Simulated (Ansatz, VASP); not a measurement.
## W: VASP beside Ansatz

Contents of INCAR:

```
  ALGO = Normal
  EDIFF = 1E-6
  ENCUT = 500
  GGA = PS
  GGA_COMPAT = False
  ISIF = 2
  ISMEAR = -1
  LASPH = True
  LCHARG = False
  LREAL = False
  LWAVE = False
  NBANDS = 36
  NELM = 120
  PREC = Accurate
  SIGMA = 0.1
```

The input KPOINTS:

```
k-points
0
Gamma
  8 5 5
```

POSCAR

```
W
1.0
    2.8096620000      0.0000000000      0.0000000000
    0.0000000000      4.8638700000      0.0000000000
    0.0000000000      0.0000000000      4.9236950000
W
4
Direct
    0.7931720008      0.5631570005      0.2500000000
    0.2068279992      0.0631570005      0.2500000000
    0.2068279992      0.4368429995      0.7500000000
    0.7931720008      0.9368429995      0.7550774875
```

Input for Ansatz:

```yaml
crystal:
  lattice:
    - [2.809662, 0.0, 0.0]
    - [0.0, 4.86387, 0.0]
    - [0.0, 0.0, 4.923695]
  atoms:
    - { symbol: W, position: [0.7931720007602338, 0.5631570004954902, 0.25] }
    - { symbol: W, position: [0.2068279992397662, 0.06315700049549021, 0.25] }
    - { symbol: W, position: [0.2068279992397662, 0.4368429995045097, 0.7499999999999999] }
    - { symbol: W, position: [0.7931720007602338, 0.9368429995045097, 0.7550774875373067] }
kpoints:
  mp_grid:
    grid: [8, 5, 5]
hamiltonian:
  xc: pbesol
scf:
  occupations:
    method: fermi_dirac
    width: 0.1
output:
  forces: true
```

Alike in both runs: task single point; functional PBEsol; k mesh 8 × 5 × 5; occupations fermi-dirac, width 0.1 eV; no spin polarisation.

```csv
,VASP,Ansatz
version,VASP 6.6.1,Ansatz 0.2.0
potentials or method,"VASP PAW PBE potentials, release 64 (W_sv)","plane waves, PAW"
plane-wave cutoff (eV),500,420
valence electrons in the cell,56,56
```

|  | VASP | Ansatz | Ansatz less VASP |
| --- | --- | --- | --- |
| rms of the force components (eV/Å) | 0.107 | 0.105 | -0.0014 |

VASP's potentials were made for PBE, not for PBEsol. Atom by atom the forces differ by 0.003 eV/Å (rms over components). With one functional, cell and mesh, what is left measures potentials, basis and numerics.

Spin-orbit coupling is off throughout.
